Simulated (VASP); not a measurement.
Set up this calculation in VASP 6.6.1, as the native input.

* Task: single point
* Functional: PBE
* Potentials or basis: VASP PAW PBE potentials, release 64 (Al, Ga_d, As)
* Cutoff: 520 eV
* k mesh: 10 × 10 × 4
* Occupations: gaussian, width 0.02 eV
* Spin: no spin polarisation
* Dipole correction: no
* Further INCAR settings: ALGO = Normal; EDIFF = 1e-07; NBANDS = 41

The structure of AlGa3As4 lies in POSCAR:

```
AlGa3As4
1.0
    4.0609788529      0.0000000000      0.0000000000
    0.0000000000      4.0609788529      0.0000000000
    0.0000000000      0.0000000000     11.4756665477
Al Ga As
1 3 4
Direct
    0.0000000000      0.0000000000      0.0000000000
    0.5000000000      0.5000000000      0.2497492306
    0.0000000000      0.0000000000      0.5000000000
    0.5000000000      0.5000000000      0.7502507694
    0.5000000000      0.0000000000      0.1241003174
    0.0000000000      0.5000000000      0.3748952177
    0.5000000000      0.0000000000      0.6251047823
    0.0000000000      0.5000000000      0.8758996826
```

The input as run:

INCAR

```
ALGO = Normal
EDIFF = 1E-7
ENCUT = 520
GGA = PE
ISIF = 2
ISMEAR = 0
LASPH = True
LCHARG = True
LELF = True
LREAL = False
LVHAR = True
LWAVE = False
NBANDS = 41
NELM = 100
PREC = Accurate
SIGMA = 0.02
```

KPOINTS

```
k-points
0
Gamma
  10 10 4
```

Potentials or basis: VASP PAW PBE potentials, release 64 (Al, Ga_d, As).

Run with:

```console
$ cat potpaw_PBE.64/Al/POTCAR potpaw_PBE.64/Ga_d/POTCAR potpaw_PBE.64/As/POTCAR > POTCAR
$ mpirun -np 1 vasp_std > vasp.out
```

It gave:

```json
{
  "Pressure": "0.2 GPa",
  "Largest force": "0.005 eV/Å",
  "Band gap on the k mesh": "0.53 eV, direct"
}
```

It used 1200 s of CPU time on 1 thread of AMD EPYC 7R13 Processor (Zen 3), with other jobs on the host.
